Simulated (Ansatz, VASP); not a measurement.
Se in VASP and in Ansatz

File INCAR:

```
PREC = Accurate
ENCUT = 600
EDIFF = 1E-6
ISMEAR = 0
SIGMA = 0.02
LREAL = False
LASPH = True
NELM = 100
ALGO = Normal
ISIF = 3
LWAVE = False
LCHARG = False
GGA = PE
IVDW = 12
IBRION = 2
NSW = 100
EDIFFG = -0.005
```

Contents of KPOINTS:

```
Automatic mesh
0
Gamma
  9 9 6
```

File POSCAR:

```
Se
1.0
    4.3661999489      0.0000000000      0.0000000000
   -2.1830999745      3.7812400738      0.0000000000
    0.0000000000      0.0000000000      4.9536000000
Se
3
Direct
    0.2254000000      0.0000000000      0.3333333333
    0.0000000000      0.2254000000      0.6666666667
    0.7746000000      0.7746000000      0.0000000000
```

Input for Ansatz:

```yaml
crystal:
  lattice:
    - [4.3661999489, 0.0, 0.0]
    - [-2.1830999745, 3.7812400738, 0.0]
    - [0.0, 0.0, 4.9536]
  atoms:
    - { symbol: Se, position: [0.2254, 0.0, 0.3333333333] }
    - { symbol: Se, position: [0.0, 0.2254, 0.6666666667] }
    - { symbol: Se, position: [0.7746, 0.7746, 0.0] }
basis:
  ecutwfc: 420
kpoints:
  mp_grid: { grid: [9, 9, 6] }
hamiltonian:
  xc: pbe
  dispersion: d3bj
scf:
  occupations: { method: gaussian, width: 0.02 }
output:
  forces: true
  stress: true
  eigenvalues: true
relax:
  adjacent_minimum: "off"
  f_tol: 0.005
  max_steps: 80
  cell: { stress_tol: 0.05 }
```

Alike in both runs: task relaxation of cell and atoms; functional PBE; dispersion D3(BJ); k mesh 9 × 9 × 6; occupations gaussian, width 0.02 eV; no spin polarisation.

|  | VASP | Ansatz |
| --- | --- | --- |
| version | VASP 6.6.1 | Ansatz 0.2.0 |
| potentials or method | VASP PAW PBE potentials, release 64 (Se), cutoff 600 eV | scalar-relativistic, plane waves, PAW |
| valence electrons in the cell | 18 | 48 |

Ansatz gave:

* gap on the k mesh at the Fermi level, each at its own relaxed structure (eV): 0.54
* relaxed volume (Å³/atom): 24.50
* relaxed cell length with the largest relative difference (Å): 5.128

Estimate VASP's values.

gap on the k mesh at the Fermi level, each at its own relaxed structure (eV): 0.51; relaxed volume (Å³/atom): 24.48; relaxed cell length with the largest relative difference (Å): 5.134.

VASP's potentials hold 18 valence electrons a cell and Ansatz's 48, so a difference there can come from the potentials and not from the codes.
